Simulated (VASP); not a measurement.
TiSnTe3, 5 atoms in the cell. The structure is cubic, space group Pm-3m (No. 221). The conventional cell has a = 5.377 Å, b = 5.377 Å, c = 5.377 Å, α = 90.00°, β = 90.00°, γ = 90.00°. Ti (site symmetry m-3m) has 6 Te at 2.69 Å within 3.5 Å. Within 5.0 Å of Sn (site symmetry m-3m) lie 12 Te at 3.80 Å and 8 Ti at 4.66 Å. Within 3.5 Å of Te (site symmetry 4/mmm) lie 2 Ti at 2.69 Å. The cell was generated, and may not be a known phase.

| Quantity | Value |
| --- | --- |
| Program | VASP 6.6.1 |
| Task | single point |
| Functional | PBE |
| Potentials or basis | VASP PAW PBE potentials, release 64 (Ti_sv, Sn_d, Te) |
| Cutoff | 520 eV |
| k mesh | 8 × 8 × 8 |
| Occupations | gaussian, width 0.1 eV |
| Spin | no spin polarisation |
| Dipole correction | no |
| Further INCAR settings | ALGO = Normal; EDIFF = 1e-07; NBANDS = 30 |

Potentials or basis: VASP PAW PBE potentials, release 64 (Ti_sv, Sn_d, Te).

The run is started by

```console
$ cat potpaw_PBE.64/Ti_sv/POTCAR potpaw_PBE.64/Sn_d/POTCAR potpaw_PBE.64/Te/POTCAR > POTCAR
$ mpirun -np 1 vasp_std > vasp.out
```

Hardware: 1 thread of Intel(R) Xeon(R) Platinum 8488C (Sapphire Rapids), with other jobs on the host.

Q: Estimate the wall time of this run.

A: Run time: 110 s on 1 thread of Intel(R) Xeon(R) Platinum 8488C (Sapphire Rapids) (shared host), peak memory 0.34 GiB. Counts: scf iterations 18, k points 35.
